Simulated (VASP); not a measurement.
A run of VASP 6.6.1 is set up as follows.

File INCAR:

```
SYSTEM = SnSe
PREC = Accurate
ENCUT = 520
EDIFF = 1E-6
ISMEAR = 0
SIGMA = 0.02
LREAL = .False.
LASPH = .True.
NELM = 60
ALGO = Normal
ISIF = 2
LWAVE = .False.
LCHARG = .False.
NBANDS = 17
```

Contents of KPOINTS:

```
Automatic mesh
0
Gamma
  8 8 8
  0 0 0
```

POSCAR

```
SnSe
1.0
    0.0000000000      3.0044398486      3.0044398486
    3.0044398486      0.0000000000      3.0044398486
    3.0044398486      3.0044398486      0.0000000000
Sn Se
1 1
Direct
    0.0000000000      0.0000000000      0.0000000000
    0.5000000000      0.5000000000      0.5000000000
```

Potentials or basis: VASP PAW LDA potentials, release 64 (Sn_d, Se).

Command:

```console
$ cat potpaw_LDA.64/Sn_d/POTCAR potpaw_LDA.64/Se/POTCAR > POTCAR
$ mpirun -np 1 vasp_std > vasp.out
```

Task: What does it give for the pressure?

Result: -3.0 GPa.

Task: Estimate the band gap on the k mesh.

Result: 0.65 eV, direct.

Caveat: spin-orbit coupling is left out, which moves the levels of the heavy elements. A k mesh can miss the band edges.
